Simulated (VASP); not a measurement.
Here is a VASP 6.6.1 calculation.

Contents of INCAR:

```
SYSTEM = EuI3
PREC     = Accurate       ! precision mode
ENCUT    = 520            ! plane-wave cutoff, eV
EDIFF    = 1E-6           ! SCF threshold, eV
ISMEAR   = -1             ! smearing method
SIGMA    = 0.05           ! smearing width, eV
LREAL    = .FALSE.        ! projectors in reciprocal space
LASPH    = .TRUE.         ! aspherical terms in the spheres
NELM     = 150            ! most SCF steps
ALGO     = Normal         ! electronic algorithm
ISIF     = 2              ! what is computed and relaxed
LWAVE    = .FALSE.        ! write WAVECAR
LCHARG   = .FALSE.        ! write CHGCAR
ISPIN    = 2              ! spin polarisation
MAGMOM   = 7 0 0 0        ! initial moments
LORBIT   = 11             ! projections on sites
LMAXMIX  = 6              ! l up to which the mixer works
GGA      = PE             ! functional
NBANDS   = 31             ! bands
```

Contents of KPOINTS:

```
regular mesh
0
G
  6 6 6
  0 0 0
```

POSCAR

```
EuI3
1.0
    0.0000000000      3.7467082164      3.7467082164
    3.7467082164      0.0000000000      3.7467082164
    3.7467082164      3.7467082164      0.0000000000
Eu I
1 3
Direct
    0.0000000000      0.0000000000      0.0000000000
    0.5000000000      0.5000000000      0.5000000000
    0.2500000000      0.2500000000      0.2500000000
    0.7500000000      0.7500000000      0.7500000000
```

Potentials or basis: VASP PAW PBE potentials, release 64 (Eu, I).

Launch:

```sh
$ cat potpaw_PBE.64/Eu/POTCAR potpaw_PBE.64/I/POTCAR > POTCAR
$ mpirun -np 1 vasp_std > vasp.out
```

Estimate the net moment.

6.15 μB per cell.

Estimate the site moments.

Eu +6.42; I -0.20, -0.11 (each value once) μB.

 The state reached can hang on the start; a lower one may exist.
